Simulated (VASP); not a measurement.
# Os (P6_3/mmc) in VASP: electric field gradients with PBE

Aim: the electric field gradients of Os with PBE.

Program: VASP 6.6.1. These are calculated values, not measurements. Logs are shortened: lines on timing, memory, paths and dates and some standing lists are left out, and cuts for length are marked.

## 1. The cell of the first run

The structure is hexagonal, space group P6_3/mmc (No. 194). Conventional cell: a = 2.678 Å, b = 2.678 Å, c = 4.232 Å, α = 90.00°, β = 90.00°, γ = 120.00°. Os (site symmetry -6m2) has 12 Os at 2.62 to 2.68 Å within 3.5 Å.

## 2. Electric field gradients, PBE (volume scaled by 0.94)

INCAR

```
  PREC = Accurate
  ENCUT = 520
  EDIFF = 1E-8
  ISMEAR = -1
  SIGMA = 0.05
  LREAL = False
  LASPH = True
  NELM = 120
  ALGO = Normal
  ISIF = 2
  LWAVE = False
  LCHARG = False
  GGA = PE
  LEFG = True
  NBANDS = 15
  GGA_COMPAT = False
```

KPOINTS

```
regular mesh
0
Gamma
  15 15 9
```

POSCAR

```
Os
1.0
    2.6782863558      0.0000000000      0.0000000000
   -1.3391431780      2.3194640228      0.0000000000
    0.0000000000      0.0000000000      4.2315181138
Os
2
Direct
    0.3333333333      0.6666666667      0.2500000000
    0.6666666667      0.3333333333      0.7500000000
```

Potentials or basis: VASP PAW PBE potentials, release 64 (Os).

Started as:

```console
$ cat potpaw_PBE.64/Os/POTCAR > POTCAR
$ mpirun -np 1 vasp_std > vasp.out
```

OUTCAR:

```text
PREC = Accurate
   ENCUT = 520
   EDIFF = 1E-8
   ISMEAR = -1
   LREAL = False
   LASPH = True
   NELM = 120
   ISIF = 2
   GGA = PE

 ion  position               nearest neighbor table
   1  0.333  0.667  0.250-   2 2.62   2 2.62   2 2.62   2 2.62   2 2.62   2 2.62
   2  0.667  0.333  0.750-   1 2.62   1 2.62   1 2.62   1 2.62   1 2.62   1 2.62

  LATTYP: Found a hexagonal cell.
 ALAT       =     2.6782863558
 C/A-ratio  =     1.5799349105

  Lattice vectors:

 A1 = (   2.6782863558,   0.0000000000,   0.0000000000)
 A2 = (  -1.3391431780,   2.3194640228,   0.0000000000)
 A3 = (   0.0000000000,   0.0000000000,   4.2315181138)

Analysis of symmetry for initial positions (statically):
=====================================================================
 Subroutine PRICEL returns:
 Original cell was already a primitive cell.

 Routine SETGRP: Setting up the symmetry group for a
 hexagonal supercell.

 Subroutine GETGRP returns: Found 24 space group operations
 (whereof 12 operations were pure point group operations)
 out of a pool of 24 trial point group operations.

The static configuration has the point symmetry D_3d.
 The point group associated with its full space group is D_6h.

Analysis of symmetry for dynamics (positions and initial velocities):
=====================================================================
 Subroutine PRICEL returns:
 Original cell was already a primitive cell.

 Routine SETGRP: Setting up the symmetry group for a
 hexagonal supercell.

 Subroutine GETGRP returns: Found 24 space group operations
 (whereof 12 operations were pure point group operations)
 out of a pool of 24 trial point group operations.

The dynamic configuration has the point symmetry D_3d.
 The point group associated with its full space group is D_6h.

 Subroutine INISYM returns: Found 24 space group operations
 (whereof 12 operations are pure point group operations),
 and found     1 'primitive' translations

----------------------------------------------------------------------------------------

                                     Primitive cell

  volume of cell :      26.2870

  direct lattice vectors                    reciprocal lattice vectors
     2.678286356  0.000000000  0.000000000     0.373373070  0.215567043  0.000000000
    -1.339143178  2.319464023  0.000000000     0.000000000  0.431134085  0.000000000
     0.000000000  0.000000000  4.231518114     0.000000000  0.000000000  0.236321805

  length of vectors
     2.678286356  2.678286356  4.231518114     0.431134085  0.431134085  0.236321805

  position of ions in fractional coordinates (direct lattice)
     0.333333333  0.666666667  0.250000000
     0.666666667  0.333333333  0.750000000

  ion indices of the primitive-cell ions
   primitive index   ion index
                 1           1
                 2           2

----------------------------------------------------------------------------------------

 KPOINTS: regular mesh

Automatic generation of k-mesh.
 Grid dimensions read from file:
 generate k-points for:   15   15    9

 Generating k-lattice:

  Cartesian coordinates                     Fractional coordinates (reciprocal lattice)
     0.024891538  0.014371136  0.000000000     0.066666667  0.000000000  0.000000000
     0.000000000  0.028742272  0.000000000     0.000000000  0.066666667  0.000000000
     0.000000000  0.000000000  0.026257978     0.000000000  0.000000000  0.111111111

  Length of vectors
     0.028742272  0.028742272  0.026257978

  Shift w.r.t. Gamma in fractional coordinates (k-lattice)
     0.000000000  0.000000000  0.000000000

 Subroutine IBZKPT returns following result:
 ===========================================

 Found    135 irreducible k-points:

 Following reciprocal coordinates:
            Coordinates               Weight
  0.000000  0.000000  0.000000      1.000000
  0.066667  0.000000  0.000000      6.000000
  0.133333  0.000000  0.000000      6.000000
  0.200000  0.000000  0.000000      6.000000
  0.266667  0.000000  0.000000      6.000000
  0.333333  0.000000  0.000000      6.000000
[... 16 lines left out ...]
  0.333333  0.200000  0.000000     12.000000
  0.400000  0.200000  0.000000      6.000000
 [... further k-points ...]
   k-points           NKPTS =    135   k-points in BZ     NKDIM =    135   number of bands    NBANDS=     15
   number of dos      NEDOS =    301   number of ions     NIONS =      2
   total plane-waves  NPLWV =  12800
   dimension x,y,z NGX =    20 NGY =   20 NGZ =   32
   dimension x,y,z NGXF=    40 NGYF=   40 NGZF=   64
   ions per type =               2
   NGX,Y,Z   is equivalent  to a cutoff of  12.41, 12.41, 12.57 a.u.
   NGXF,Y,Z  is equivalent  to a cutoff of  24.83, 24.83, 25.14 a.u.
 SYSTEM =  unknown system
   PREC   = accura    normal or accurate (medium, high low for compatibility)
   ISTART =      0    job   : 0-new  1-cont  2-samecut
   ICHARG =      2    charge: 1-file 2-atom 10-const
   ISPIN  =      1    spin polarized calculation?
   LNONCOLLINEAR =      F non collinear calculations
   LSORBIT =      F    spin-orbit coupling
   LASPH  =      T    aspherical Exc in radial PAW
   ENCUT  =  520.0 eV  38.22 Ry    6.18 a.u.   4.98  4.98  7.87*2*pi/ulx,y,z
   NELM   =    120;   NELMIN=  2; NELMDL= -5     # of ELM steps
   EDIFF  = 0.1E-07   stopping-criterion for ELM
   LREAL  =      F    real-space projection
   EDIFFG = 0.1E-06   stopping-criterion for IOM
   NSW    =      0    number of steps for IOM
   IBRION =     -1    ionic relax: 0-MD 1-quasi-New 2-CG
   NFREE  =      0    steps in history (QN), initial steepest desc. (CG)
   ISIF   =      2    stress and relaxation
   ISYM   =      2    0-nonsym 1-usesym 2-fastsym
   POTIM  = 0.5000    time-step for ionic-motion
   TEBEG  =    0.0;   TEEND  =   0.0 temperature during run
   PSTRESS=    0.0 pullay stress
   NELECT =      16.0000    total number of electrons
   NUPDOWN=      -1.0000    fix difference up-down
   EMIN   =  10.00;   EMAX   =-10.00  energy-range for DOS
   EFERMI =   0.00;   METHOD = LEGACY
   ISMEAR =    -1;   SIGMA  =   0.05  broadening in eV -4-tet -1-fermi 0-gaus
   EFERMI_NEDOS =   21; number of points for ismear=-14 and -15
   IALGO  =     38    algorithm
   IMIX   =      4    mixing-type and parameters
     AMIX     =   0.40;   BMIX     =  1.00
     AMIX_MAG =   1.60;   BMIX_MAG =  1.00
  volume/ion in A,a.u.               =      13.14        88.70
  Fermi-wavevector in a.u.,A,eV,Ry     =   1.387398  2.621803 26.189507  1.924874
  Thomas-Fermi vector in A             =   2.511623
   LORBIT       =      0    0 simple, 1 ext, 2 COOP (PROOUT), +10 PAW based schemes
   GGA     = PE    functional components
   LHFCALC =     F    Hartree Fock is set to
   AEXX    =    0.0000 exact exchange contribution
   IVDW    =     0    specifies the selected vdW correction
   LEPSILON=     F    determine dielectric tensor
   LRPA    =     F    only Hartree local field effects (RPA)
 non-spin polarized calculation
  energy-cutoff  :      520.00
  volume of cell :       26.29
 maximum number of plane-waves:       726
 NGX is ok and might be reduce to    20
   NGX =  9   NGY =  9   NGZ = 15

 number of electron      16.0000001 magnetization

 Free energy of the ion-electron system (eV)
  ---------------------------------------------------
  ext. energy  EPLUGINS =         0.00000000
  ---------------------------------------------------
  free energy    TOTEN  =       -22.24113388 eV

  energy without entropy =      -22.23374514  energy(sigma->0) =      -22.23743951

 E-fermi :  10.4413     XC(G=0): -14.4207

 val. band max:       10.4102138730   @ k =   0.0667   0.0667   0.3333
 cond. band min:      10.4505879811   @ k =   0.1333   0.0000   0.3333
 fundamental gap:      0.0403741081
 Fermi energy:        10.4413044966

 k-point     1 :       0.0000    0.0000    0.0000
  band No.  band energies     occupation
      1      -1.0747      2.00000
      2       2.0321      2.00000
      3       7.0858      2.00000
      4       7.0858      2.00000
      5       7.3756      2.00000
      6       8.0203      2.00000
      7       8.0203      2.00000
      8       8.7396      2.00000
      9       8.7396      2.00000
     10      10.4921      0.53140
     11      12.3008      0.00000
     12      12.3008      0.00000
     13      20.2878      0.00000
     14      24.4390      0.00000
     15      27.2532      0.00000
[... 397 lines left out ...]
 k-point    24 :       0.4000    0.2000    0.0000
  band No.  band energies     occupation
      1       3.3520      2.00000
      2       3.7932      2.00000
      3       3.9464      2.00000
      4       6.1866      2.00000
      5       6.4240      2.00000
      6       7.2669      2.00000
      7       8.6651      2.00000
      8      12.0314      0.00000
      9      12.7056      0.00000
     10      12.9315      0.00000
     11      15.9637      0.00000
     12      16.6888      0.00000
     13      19.1599      0.00000
     14      22.4634      0.00000
     15      25.2084      0.00000

 [... further k-points ...]
[... 5 lines left out ...]
  --------------------------------------------------------------------------------------
  -------------------------------------------------------------------------------------
  Total        6.5449444      6.5449444      7.0220025     -0.0000000     -0.0000000      0.0000000
  in kB      398.9107027    398.9107027    427.9871274     -0.0000000     -0.0000000      0.0000000
  external PRESSURE =     408.6028443 kB  Pullay stress =       0.0000000 kB

 VOLUME and BASIS-vectors are now :
 -----------------------------------------------------------------------------
  energy-cutoff  :      520.00
  volume of cell :       26.29
      direct lattice vectors                 reciprocal lattice vectors
     2.678286356  0.000000000  0.000000000     0.373373070  0.215567043  0.000000000
    -1.339143178  2.319464023  0.000000000     0.000000000  0.431134085  0.000000000
     0.000000000  0.000000000  4.231518114     0.000000000  0.000000000  0.236321805

 POSITION                                       TOTAL-FORCE (eV/Angst)
 -----------------------------------------------------------------------------------
     -0.00000      1.54631      1.05788         0.000000      0.000000      0.000000
      1.33914      0.77315      3.17364         0.000000     -0.000000     -0.000000
 -----------------------------------------------------------------------------------
    total drift:                                0.000000     -0.000000     -0.000000

  FREE ENERGIE OF THE ION-ELECTRON SYSTEM (eV)
  ---------------------------------------------------
  free  energy   TOTEN  =       -22.2411338757 eV

  energy  without entropy=      -22.2337451360  energy(sigma->0) =      -22.23743951

 Electric field gradients (V/A^2)
---------------------------------------------------------------------
 ion       V_xx      V_yy      V_zz      V_xy      V_xz      V_yz
---------------------------------------------------------------------
   1      43.535    43.535   -87.070     0.000     0.000    -0.000
   2      43.535    43.535   -87.070     0.000    -0.000     0.000
---------------------------------------------------------------------

 Electric field gradients after diagonalization (V/A^2)
 (convention: |V_zz| > |V_xx| > |V_yy|)
----------------------------------------------------------------------
 ion       V_xx      V_yy      V_zz     asymmetry (V_yy - V_xx)/ V_zz
----------------------------------------------------------------------
   1      43.535    43.534   -87.070       0.000
   2      43.535    43.534   -87.070       0.000
----------------------------------------------------------------------

           NMR quadrupolar parameters

 Cq : quadrupolar parameter    Cq=e*Q*V_zz/h
 eta: asymmetry parameters     (V_yy - V_xx)/ V_zz
 Q  : nuclear electric quadrupole moment in mb (millibarn)
----------------------------------------------------------------------
 ion       Cq(MHz)       eta       Q (mb)
----------------------------------------------------------------------
   1      -0.211       0.000       1.000
   2      -0.211       0.000       1.000
----------------------------------------------------------------------
```

Wall time 79 s (1 thread of Intel Xeon 8259CL, shared host); peak memory 0.17 GiB.

Results:

```
Free energy            : -22.2411 eV
Pressure               : 40.9 GPa
Band gap on the k mesh : zero (band 8 reaches 12.76 eV, above the bottom of band 9 at 8.54 eV)
```

Electric field gradients, principal values (V/Å²):
```csv
atom,least,middle,greatest (by size)
1 Os,43.534,43.535,-87.070
2 Os,43.534,43.535,-87.070
```

Caveat: without QUAD_EFG the Cq values of the log hold for a quadrupole moment of 1 mb, not for the nuclei; spin-orbit coupling is left out, which moves the levels of the heavy elements.
